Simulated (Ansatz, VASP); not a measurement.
Na3AlO3: VASP beside Ansatz

```xyz
14
Lattice="6.9624 0.0000 0.0000 -3.4812 6.0296 0.0000 0.0000 0.0000 4.9253" Properties=species:S:1:pos:R:3 pbc="T T T"
Na    1.9997    4.5201    3.6940
Na   -0.5666    2.0378    3.6940
Na   -1.4332    5.5014    3.6940
Na    1.4815    1.5096    1.2313
Na    4.0478    3.9919    1.2313
Na    4.9144    0.5282    1.2313
Al    3.4812    2.0099    3.6940
Al    0.0000    4.0198    1.2313
O     1.7733    1.7876    3.6940
O     4.5277    0.6419    3.6940
O     4.1426    3.6002    3.6940
O    -0.6614    2.4295    1.2313
O     1.7079    4.2421    1.2313
O    -1.0465    5.3877    1.2313
```

Alike in both runs: functional PBE; k mesh 6 × 6 × 6; occupations gaussian, width 0.02 eV; no spin polarisation.

Ansatz relaxed the structure, and its values are those at the end. VASP's run is a single point on that final structure, the one shown.

|  | VASP | Ansatz |
| --- | --- | --- |
| version | VASP 6.6.1 | Ansatz 0.2.0 |
| potentials or method | VASP PAW PBE potentials, release 64 (Na_pv, Al, O), cutoff 520 eV | scalar-relativistic, plane waves, PAW |
| valence electrons in the cell | 84 | 96 |

VASP gave:

- gap on the k mesh at the Fermi level (eV): 2.02
- least direct gap on the mesh (eV): 2.02
- pressure (GPa): 0.1
- rms of the force components (eV/Å): 0.011

Estimate Ansatz's values.

gap on the k mesh at the Fermi level (eV): 2.03; least direct gap on the mesh (eV): 2.03; pressure (GPa): 0.0; rms of the force components (eV/Å): 0.004.

The functional is the same, so the differences come from potentials, cutoffs and numerics. VASP's potentials hold 84 valence electrons a cell and Ansatz's 96, so a difference there can come from the potentials and not from the codes.
